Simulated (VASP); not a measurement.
Wanted: the native input for a VASP 6.6.1 run.

```yaml
Task: single point
Functional: LDA
Potentials_or_basis: VASP PAW LDA potentials, release 64 (Ir)
Cutoff: 520 eV
k_mesh: 18 × 18 × 10
Occupations: gaussian, width 0.15 eV
Spin: no spin polarisation
Dipole_correction: no
Further_INCAR_settings: ALGO = Fast; EDIFF = 1e-06; NBANDS = 16
```

The structure of Ir lies in POSCAR:

```
Ir
1.0
    2.7323000000      0.0000000000      0.0000000000
   -1.3661500000      2.3662412107      0.0000000000
    0.0000000000      0.0000000000      4.7371000000
Ir
2
Direct
    0.6666666667      0.3333333333      0.7500000000
    0.3333333333      0.6666666667      0.2500000000
```

This isn't the form of Ir at room conditions, which is fcc.

One way to write it, as run:

INCAR

```
PREC = Accurate
ENCUT = 520
EDIFF = 1E-6
ISMEAR = 0
SIGMA = 0.15
LREAL = F
LASPH = T
NELM = 80
ALGO = Fast
ISIF = 2
LWAVE = F
LCHARG = F
GGA = CA
NBANDS = 16
```

KPOINTS

```
Automatic mesh
0
Gamma
  18 18 10
```

Potentials or basis: VASP PAW LDA potentials, release 64 (Ir).

Launch:

```sh
$ cat potpaw_LDA.64/Ir/POTCAR > POTCAR
$ mpirun -np 1 vasp_std > vasp.out
```

Results of the run:

* Pressure: -27.2 GPa
* Band gap on the k mesh: zero (bands 9 and 10 overlap by 3.25 eV)

Caveat: the cell stands under tension; spin-orbit coupling is left out, which moves the levels of the heavy elements.

It took 2.2 min on 1 thread of Intel Xeon 8259CL, with other jobs on the host, peak memory 0.2 GiB.
